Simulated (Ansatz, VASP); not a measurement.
**Fe2Co: VASP beside Ansatz**

```
Fe Co
1.0
     0.00000    0.00000   -4.29085
    -3.75080   -2.16553    0.00000
     0.00000    4.33105    0.00000
Fe Co
4 2
Direct
  0.75000 0.33434 0.33333
  0.75000 0.66566 0.99900
  0.75000 0.00000 0.66767
  0.25000 0.00000 0.33333
  0.25000 0.66667 0.66667
  0.25000 0.33333 0.00000
```

Alike in both runs: functional PBE; k mesh 8 × 9 × 9; occupations gaussian, width 0.1 eV; collinear spin.

Ansatz relaxed the structure, and its values are those at the end. VASP's run is a single point on that final structure, the one shown.

```csv
,VASP,Ansatz
version,VASP 6.6.1,Ansatz 0.2.0
potentials or method,"VASP PAW PBE potentials, release 64 (Fe, Co), cutoff 520 eV","scalar-relativistic, plane waves, PAW"
valence electrons in the cell,50,98
```

Ansatz gave:

| Quantity | Value |
| --- | --- |
| gap on the k mesh at the Fermi level (eV) | none |
| pressure (GPa) | 0.1 |
| net moment per atom (μB) | 2.24 |
| size of the moment on the site where the two differ most (μB) | 1.74 |

**Question.** What did VASP give for the same quantities?

**Answer.** gap on the k mesh at the Fermi level (eV): none; pressure (GPa): -0.2; net moment per atom (μB): 2.24; size of the moment on the site where the two differ most (μB): 1.67.

Site moments also hang on the region over which each program counts them. A gap of «none» marks a metal or a gap that the smearing closes. VASP's potentials hold 50 valence electrons a cell and Ansatz's 98, so a difference there can come from the potentials and not from the codes. Ansatz's warnings: structure snapped to symmetry.
